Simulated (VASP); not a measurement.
Here is a VASP 6.6.1 calculation.

The input INCAR:

```
  PREC = Accurate
  ENCUT = 520
  EDIFF = 1E-7
  ISMEAR = -1
  SIGMA = 0.05
  LREAL = F
  LASPH = T
  NELM = 60
  ALGO = Normal
  ISIF = 2
  LWAVE = F
  LCHARG = F
  GGA = CA
  NBANDS = 34
```

KPOINTS

```
regular mesh
0
Gamma
  6 6 5
```

The input POSCAR:

```
Ga
1.0
    3.7190428166     -2.2669463105      0.0000000000
    3.7190428166      2.2669463105      0.0000000000
    0.0000000000      0.0000000000      4.3731194242
Ga
4
Direct
    0.9903150000      0.3344500000      0.2500000000
    0.3344500000      0.9903150000      0.7500000000
    0.0096850000      0.6655500000      0.7500000000
    0.6655500000      0.0096850000      0.2500000000
```

Potentials or basis: VASP PAW LDA potentials, release 64 (Ga_d).

Launch:

```sh
$ cat potpaw_LDA.64/Ga_d/POTCAR > POTCAR
$ mpirun -np 1 vasp_std > vasp.out
```

(1) Estimate the pressure.

(2) What does it give for the band gap on the k mesh?

Results:

(1) 2.7 GPa.

(2) zero (bands 26 and 27 overlap by 0.71 eV).
